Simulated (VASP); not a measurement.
# BN (Fmm2) in VASP: relaxation of cell and atoms with PBEsol

Aim: the relaxation of cell and atoms of BN with PBEsol.

All numbers are computed with VASP 6.6.1; they aren't measurements. Logs are shortened: lines on timing, memory, paths and dates and some standing lists are left out, and cuts for length are marked.

## 1. The cell of the first run

Symmetry: Fmm2, No. 42, orthorhombic system. Conventional cell: a = 2.503 Å, b = 6.991 Å, c = 4.332 Å, α = 90.00°, β = 90.00°, γ = 90.00°. Within 1.9 Å of B (site symmetry mm2) lie 3 N at 1.44 Å. Within 1.9 Å of N (site symmetry mm2) lie 3 B at 1.44 Å.

## 2. Relaxation of cell and atoms, PBEsol

Input file INCAR:

```
PREC     = Accurate       # precision mode
ENCUT    = 1330           # plane-wave cutoff, eV
EDIFF    = 1E-7           # SCF threshold, eV
ISMEAR   = 0              # smearing method
SIGMA    = 0.01           # smearing width, eV
LREAL    = False          # projectors in reciprocal space
LASPH    = True           # aspherical terms in the spheres
NELM     = 120            # most SCF steps
ALGO     = Normal         # electronic algorithm
ISIF     = 3              # what is computed and relaxed
LWAVE    = False          # write WAVECAR
LCHARG   = False          # write CHGCAR
GGA      = PS             # functional
IBRION   = 2              # ionic algorithm
NSW      = 80             # ionic steps
EDIFFG   = -0.01          # ionic threshold
GGA_COMPAT= False        
NELMIN   = 4
```

Input file KPOINTS:

```
Automatic mesh
0
Gamma
  12 12 12
```

Input file POSCAR:

```
BN
1.0
    4.1120780000      0.0000000000      0.0000000000
    1.1410171286      2.2263451715      0.0000000000
    2.9710606487     -0.8190325536      2.0702171075
B N
1 1
Direct
    0.0000490000      0.0000490000      0.9999510000
    0.6666510000      0.6666510000      0.3333490000
```

Potentials or basis: VASP PAW PBE potentials, release 64 (B_h, N_h).

Command:

```console
$ cat potpaw_PBE.64/B_h/POTCAR potpaw_PBE.64/N_h/POTCAR > POTCAR
$ mpirun -np 1 vasp_std > vasp.out
```

OUTCAR:

```text
PREC = Accurate
   ENCUT = 1330
   EDIFF = 1E-7
   ISMEAR = 0
   LREAL = False
   LASPH = True
   NELM = 120
   ISIF = 3
   GGA = PS
   IBRION = 2
   NSW = 80
   EDIFFG = -0.01
   NELMIN = 4

 ion  position               nearest neighbor table
   1  0.000  0.000  1.000-   2 1.44   2 1.44   2 1.44
   2  0.667  0.667  0.333-   1 1.44   1 1.44   1 1.44

  LATTYP: Found a face centered orthorhombic cell.
 ALAT       =     2.5032634054
 B/A-ratio  =     1.7306139458
 C/A-ratio  =     2.7926073434

  Lattice vectors:

 A1 = (   4.1120780000,   0.0000000000,   0.0000000000)
 A2 = (   2.9710608714,  -2.2263451715,   0.0000000000)
 A3 = (   1.1410173513,   0.8190325536,  -2.0702171075)

Analysis of symmetry for initial positions (statically):
=====================================================================
 Subroutine PRICEL returns:
 Original cell was already a primitive cell.

 Routine SETGRP: Setting up the symmetry group for a
 face centered orthorhombic supercell.

 Subroutine GETGRP returns: Found  4 space group operations
 (whereof  4 operations were pure point group operations)
 out of a pool of  8 trial point group operations.

The static configuration has the point symmetry C_2v.

Analysis of symmetry for dynamics (positions and initial velocities):
=====================================================================
 Subroutine PRICEL returns:
 Original cell was already a primitive cell.

 Routine SETGRP: Setting up the symmetry group for a
 face centered orthorhombic supercell.

 Subroutine GETGRP returns: Found  4 space group operations
 (whereof  4 operations were pure point group operations)
 out of a pool of  8 trial point group operations.

The dynamic configuration has the point symmetry C_2v.

 Subroutine INISYM returns: Found  4 space group operations
 (whereof  4 operations are pure point group operations),
 and found     1 'primitive' translations

----------------------------------------------------------------------------------------

                                     Primitive cell

  volume of cell :      18.9526

  direct lattice vectors                    reciprocal lattice vectors
     4.112078000  0.000000000  0.000000000     0.243186049 -0.124634513 -0.398315819
     1.141017129  2.226345172  0.000000000     0.000000000  0.449166649  0.177702187
     2.971060649 -0.819032554  2.070217107     0.000000000  0.000000000  0.483041125

  length of vectors
     4.112078000  2.501706000  3.712656000     0.483041104  0.483041143  0.483041125

  position of ions in fractional coordinates (direct lattice)
     0.000049000  0.000049000  0.999951000
     0.666651000  0.666651000  0.333349000

  ion indices of the primitive-cell ions
   primitive index   ion index
                 1           1
                 2           2

----------------------------------------------------------------------------------------

 KPOINTS: Automatic mesh

Automatic generation of k-mesh.
 Grid dimensions read from file:
 generate k-points for:   12   12   12

 Generating k-lattice:

  Cartesian coordinates                     Fractional coordinates (reciprocal lattice)
     0.020265504 -0.010386209 -0.033192985     0.083333333 -0.000000000  0.000000000
     0.000000000  0.037430554  0.014808516     0.000000000  0.083333333  0.000000000
     0.000000000  0.000000000  0.040253427     0.000000000  0.000000000  0.083333333

  Length of vectors
     0.040253425  0.040253429  0.040253427

  Shift w.r.t. Gamma in fractional coordinates (k-lattice)
     0.000000000  0.000000000  0.000000000

 Subroutine IBZKPT returns following result:
 ===========================================

 Found    280 irreducible k-points:

 Following reciprocal coordinates:
            Coordinates               Weight
  0.000000  0.000000  0.000000      1.000000
  0.083333  0.000000  0.000000      8.000000
  0.166667  0.000000  0.000000      8.000000
  0.250000  0.000000  0.000000      8.000000
  0.333333  0.000000  0.000000      8.000000
  0.416667  0.000000  0.000000      8.000000
[... 16 lines left out ...]
  0.500000  0.166667  0.000000      8.000000
 -0.416667  0.166667 -0.000000      8.000000
 [... further k-points ...]
   k-points           NKPTS =    280   k-points in BZ     NKDIM =    280   number of bands    NBANDS=      8
   number of dos      NEDOS =    301   number of ions     NIONS =      2
   total plane-waves  NPLWV =  72000
   dimension x,y,z NGX =    50 NGY =   30 NGZ =   48
   dimension x,y,z NGXF=   100 NGYF=   60 NGZF=   96
   ions per type =               1   1
   NGX,Y,Z   is equivalent  to a cutoff of  20.21, 19.94, 21.49 a.u.
   NGXF,Y,Z  is equivalent  to a cutoff of  40.43, 39.87, 42.99 a.u.
 SYSTEM =  unknown system
   PREC   = accura    normal or accurate (medium, high low for compatibility)
   ISTART =      0    job   : 0-new  1-cont  2-samecut
   ICHARG =      2    charge: 1-file 2-atom 10-const
   ISPIN  =      1    spin polarized calculation?
   LNONCOLLINEAR =      F non collinear calculations
   LSORBIT =      F    spin-orbit coupling
   LASPH  =      T    aspherical Exc in radial PAW
   ENCUT  = 1330.0 eV  97.75 Ry    9.89 a.u.  12.23  7.44 11.04*2*pi/ulx,y,z
   NELM   =    120;   NELMIN=  4; NELMDL= -5     # of ELM steps
   EDIFF  = 0.1E-06   stopping-criterion for ELM
   LREAL  =      F    real-space projection
   EDIFFG = -.1E-01   stopping-criterion for IOM
   NSW    =     80    number of steps for IOM
   IBRION =      2    ionic relax: 0-MD 1-quasi-New 2-CG
   NFREE  =      1    steps in history (QN), initial steepest desc. (CG)
   ISIF   =      3    stress and relaxation
   ISYM   =      2    0-nonsym 1-usesym 2-fastsym
   POTIM  = 0.5000    time-step for ionic-motion
   TEBEG  =    0.0;   TEEND  =   0.0 temperature during run
   PSTRESS=    0.0 pullay stress
   NELECT =       8.0000    total number of electrons
   NUPDOWN=      -1.0000    fix difference up-down
   EMIN   =  10.00;   EMAX   =-10.00  energy-range for DOS
   EFERMI =   0.00;   METHOD = LEGACY
   ISMEAR =     0;   SIGMA  =   0.01  broadening in eV -4-tet -1-fermi 0-gaus
   EFERMI_NEDOS =   21; number of points for ismear=-14 and -15
   IALGO  =     38    algorithm
   IMIX   =      4    mixing-type and parameters
     AMIX     =   0.40;   BMIX     =  1.00
     AMIX_MAG =   1.60;   BMIX_MAG =  1.00
  volume/ion in A,a.u.               =       9.48        63.95
  Fermi-wavevector in a.u.,A,eV,Ry     =   1.228047  2.320672 20.518932  1.508099
  Thomas-Fermi vector in A             =   2.362987
   LORBIT       =      0    0 simple, 1 ext, 2 COOP (PROOUT), +10 PAW based schemes
   GGA     = PS    functional components
   LHFCALC =     F    Hartree Fock is set to
   AEXX    =    0.0000 exact exchange contribution
   IVDW    =     0    specifies the selected vdW correction
   LEPSILON=     F    determine dielectric tensor
   LRPA    =     F    only Hartree local field effects (RPA)
 conjugate gradient relaxation of ions
 non-spin polarized calculation
 Gauss-broadening in eV      SIGMA  =   0.01
  energy-cutoff  :     1330.00
  volume of cell :       18.95
 maximum number of plane-waves:      2116
 NGX is ok and might be reduce to    50
   NGX = 25   NGY = 15   NGZ = 23

--------------------------------------- Ionic step        1  -------------------------------------------

 number of electron       8.0000000 magnetization

 Free energy of the ion-electron system (eV)
  ---------------------------------------------------
  ext. energy  EPLUGINS =         0.00000000
  ---------------------------------------------------
  free energy    TOTEN  =       -18.31300757 eV

  energy without entropy =      -18.31300757  energy(sigma->0) =      -18.31300757

------------------------ aborting loop because EDIFF is reached ----------------------------------------

  FORCE on cell =-STRESS in cart. coord.  units (eV):
  Direction    XX          YY          ZZ          XY          YZ          ZX
  --------------------------------------------------------------------------------------
  -------------------------------------------------------------------------------------
  Total        0.0309727      0.0793515      0.0872319      0.0346203      0.0099594     -0.0235345
  in kB        2.6183042      6.7080412      7.3742214      2.9266565      0.8419301     -1.9895125
  external PRESSURE =       5.5668556 kB  Pullay stress =       0.0000000 kB
[... 57 lines left out ...]
  energy  without entropy=      -18.3127838139  energy(sigma->0) =      -18.31278381

--------------------------------------- Ionic step        3  -------------------------------------------

 number of electron       8.0000000 magnetization

 Free energy of the ion-electron system (eV)
  ---------------------------------------------------
  ext. energy  EPLUGINS =         0.00000000
  ---------------------------------------------------
  free energy    TOTEN  =       -18.31308339 eV

  energy without entropy =      -18.31308339  energy(sigma->0) =      -18.31308339

 E-fermi :   2.9851     XC(G=0): -10.0396

 val. band max:        2.9453793184   @ k =   0.5000  -0.3333   0.1667
 cond. band min:       6.6869067326   @ k =   0.0000   0.5000   0.5000
 fundamental gap:      3.7415274142
 Fermi energy:         2.9850987384

 k-point     1 :       0.0000    0.0000    0.0000
  band No.  band energies     occupation
      1     -14.8708      2.00000
      2      -1.5517      2.00000
      3       1.5453      2.00000
      4       1.5453      2.00000
      5       7.6181      0.00000
      6      14.3948      0.00000
      7      14.4668      0.00000
      8      15.8690      0.00000
[... 243 lines left out ...]
 k-point    24 :      -0.4167    0.1667   -0.0000
  band No.  band energies     occupation
      1     -11.4105      2.00000
      2      -5.7351      2.00000
      3      -2.6248      2.00000
      4       2.2940      2.00000
      5       7.6009      0.00000
      6      14.3393      0.00000
      7      16.1777      0.00000
      8      17.8636      0.00000

 [... further k-points ...]

------------------------ aborting loop because EDIFF is reached ----------------------------------------

  FORCE on cell =-STRESS in cart. coord.  units (eV):
  Direction    XX          YY          ZZ          XY          YZ          ZX
  --------------------------------------------------------------------------------------
  -------------------------------------------------------------------------------------
  Total        0.0030404      0.0015735      0.0033514     -0.0024915      0.0022471      0.0016937
  in kB        0.2566111      0.1328017      0.2828671     -0.2102885      0.1896555      0.1429520
  external PRESSURE =       0.2240933 kB  Pullay stress =       0.0000000 kB
[... 17 lines left out ...]
  FREE ENERGIE OF THE ION-ELECTRON SYSTEM (eV)
  ---------------------------------------------------
  free  energy   TOTEN  =       -18.3130833878 eV

  energy  without entropy=      -18.3130833878  energy(sigma->0) =      -18.31308339

 reached required accuracy - stopping structural energy minimisation
```

Wall time 6.6 min (1 thread of Intel Xeon Platinum 8375C at 2.90GHz (Ice Lake), shared host); peak memory 0.39 GiB.

Results:

- Free energy: -18.3131 eV
- Relaxed volume: 9.49 Å³/atom
- Relaxed cell: a = 4.113 Å, b = 2.504 Å, c = 3.713 Å, α = 80.28°, β = 36.87°, γ = 62.85°
- Space group after relaxing (to 0.1 Å): Fmm2 (No. 42)
- Energy gained by relaxing: 0.0 meV/atom
- Ionic steps: 3
- Pressure after relaxing: 0.0 GPa
- Largest force after relaxing: 0.004 eV/Å
- Band gap on the k mesh: 3.74 eV (least direct gap 4.50 eV)

Forces in eV/Å, atoms in the order of the input:
```
B   -0.002 -0.003  0.002
N    0.002  0.003 -0.002
```

Final structure:
```
B N
1.0
     4.11310    0.00115   -0.00078
     1.14192    2.22809   -0.00004
     2.97118   -0.81856    2.07104
B N
1 1
Direct
  0.00009 0.00009 0.99991
  0.66661 0.66661 0.33339
```

Levels at points of the mesh, in eV from the valence-band top:
```tsv
k point	band 1	band 2	band 3	band 4	band 5	band 6	band 7	band 8
(0.00, 0.00, 0.00)	-17.82	-4.50	-1.40	-1.40	4.67	11.45	11.52	12.92
(0.50, 0.00, 0.00)	-14.60	-9.00	-4.21	-1.02	4.54	9.74	13.12	15.43
(0.50, 0.50, 0.00)	-14.65	-9.09	-4.21	-0.52	5.72	9.31	12.00	13.55
(0.50, 0.00, 0.50)	-17.61	-6.17	-1.42	-1.39	9.43	11.41	11.47	11.85
(0.00, 0.50, 0.50)	-14.54	-8.89	-4.25	-1.48	3.74	9.81	14.30	18.36
```

Caveat: the PAW data sets were made with another functional, which shifts forces and pressure a little.
